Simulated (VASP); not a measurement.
**Ti6C: relaxation of the atoms with PBE**

The system is Ti6C, a slab with vacuum.

```
CELL_PARAMETERS angstrom
4.60374 0.00000 0.00000
-2.30187 3.98696 0.00000
0.00000 0.00000 19.99682
ATOMIC_POSITIONS crystal
Ti 0.66667 0.33333 0.20003
Ti 0.33333 0.66667 0.24703
Ti 0.00000 0.00000 0.29402
Ti 0.66667 0.33333 0.33531
Ti 0.33333 0.66667 0.37177
Ti 0.00000 0.00000 0.42491
C 0.66667 0.33333 0.42891
```

```
Program                             : VASP 6.6.1
Task                                : relaxation of the atoms
Functional                          : PBE
Potentials or basis                 : VASP PAW PBE potentials, release 64 (Ti_sv, C)
Cutoff                              : 520 eV
k mesh                              : 6 × 6 × 1
Occupations                         : gaussian, width 0.1 eV
Spin                                : no spin polarisation
Dipole correction                   : yes
Atoms held fixed (from 0)           : [0, 1, 2, 3, 4, 5]
Further INCAR settings              : ALGO = Normal; EDIFF = 1e-07; IBRION = 2; EDIFFG = -0.025; NSW = 36
Atoms held along some axes (from 0) : atom 6 along a and b
```

```json
{
 "Energy gained by relaxing": "4.0 meV/atom",
 "Ionic steps": "3",
 "Band gap on the k mesh": "zero (bands 38 and 39 overlap by 0.08 eV)"
}
```

The path:
| step | energy change (eV) | largest force on free atoms (eV/Å) | pressure (GPa) |
| --- | --- | --- | --- |
| 1 | 0.0000 | 1.0275 | -1.98 |
| 2 | -0.0275 | 0.1126 | -2.23 |
| 3 | -0.0279 | 0.0004 | -2.27 |

Final structure:
```
Ti C
1.0
     4.60374    0.00000    0.00000
    -2.30187    3.98696    0.00000
     0.00000    0.00000   19.99682
Ti C
6 1
Direct
  0.66667 0.33333 0.20003
  0.33333 0.66667 0.24703
  0.00000 0.00000 0.29402
  0.66667 0.33333 0.33531
  0.33333 0.66667 0.37177
  0.00000 0.00000 0.42491
  0.66667 0.33333 0.43173
```

Levels at points of the mesh, in eV from the Fermi level:
| k point | band 35 | band 36 | band 37 | band 38 | band 39 | band 40 | band 41 | band 42 |
| --- | --- | --- | --- | --- | --- | --- | --- | --- |
| (0.00, 0.00, 0.00) | -0.75 | -0.50 | -0.50 | -0.05 | -0.05 | -0.03 | 0.48 | 0.81 |
| (0.50, 0.00, 0.00) | -0.66 | -0.40 | -0.36 | -0.22 | -0.05 | 0.17 | 0.30 | 0.45 |

Wall time 12 min on 1 thread of Intel(R) Xeon(R) Platinum 8259CL CPU @ 2.50GHz (Skylake/Cascade Lake) (shared host), peak memory 0.52 GiB.
